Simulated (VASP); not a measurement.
MgS3:

```
Mg S
1.0
     6.01129    0.00000    0.00000
    -3.00564    5.20593    0.00000
     0.00000    0.00000    4.82499
Mg S
2 6
Direct
  0.33333 0.66667 0.25000
  0.66667 0.33333 0.75000
  0.83300 0.66600 0.25000
  0.16700 0.83300 0.75000
  0.33400 0.16700 0.25000
  0.16700 0.33400 0.75000
  0.83300 0.16700 0.25000
  0.66600 0.83300 0.75000
```

```yaml
Program: VASP 6.6.1
Task: relaxation of cell and atoms
Functional: PBE
Potentials_or_basis: VASP PAW PBE potentials, release 64 (Mg, S)
Cutoff: 600 eV
k_mesh: 3 × 3 × 4
Occupations: gaussian, width 0.1 eV
Spin: no spin polarisation
```

At the start: pressure -6.0 GPa; volume 18.87 Å³/atom.

**Question.** How do energy, volume and symmetry change on relaxing?

**Answer.** Over 9 steps the energy falls by 86.2 meV/atom and the volume is 17.33 Å³/atom (-8.2 %); space group P6_3/mmc (No. 194, to 0.05 Å).

Step by step:
```
step  energy change (eV)  largest force (eV/Å)  pressure (GPa)  volume (Å³)
   1              0.0000                0.7560           -6.05       150.99
   2             -0.4784                0.6005           -0.40       135.96
   3             -0.4971                0.5381            1.38       132.67
   4             -0.5876                0.3325            1.14       133.49
   5             -0.6646                0.0631            1.20       134.93
   6             -0.6705                0.0406            1.38       135.46
   7             -0.6833                0.0504           -0.77       140.01
   8             -0.6859                0.0248           -0.17       138.66
   9             -0.6894                0.0059           -0.09       138.62
```

Final structure:
```yaml
crystal:
  lattice:
    - [5.81282, 0.00000, 0.00000]
    - [-2.90641, 5.03405, 0.00000]
    - [0.00000, 0.00000, 4.73726]
  atoms:
    - { symbol: Mg, position: [0.33333, 0.66667, 0.25000] }
    - { symbol: Mg, position: [0.66667, 0.33333, 0.75000] }
    - { symbol: S, position: [0.81742, 0.63484, 0.25000] }
    - { symbol: S, position: [0.18258, 0.81742, 0.75000] }
    - { symbol: S, position: [0.36516, 0.18258, 0.25000] }
    - { symbol: S, position: [0.18258, 0.36516, 0.75000] }
    - { symbol: S, position: [0.81742, 0.18258, 0.25000] }
    - { symbol: S, position: [0.63484, 0.81742, 0.75000] }
```

Caveat: the k points lie up to 0.42 Å⁻¹ apart in the final cell.
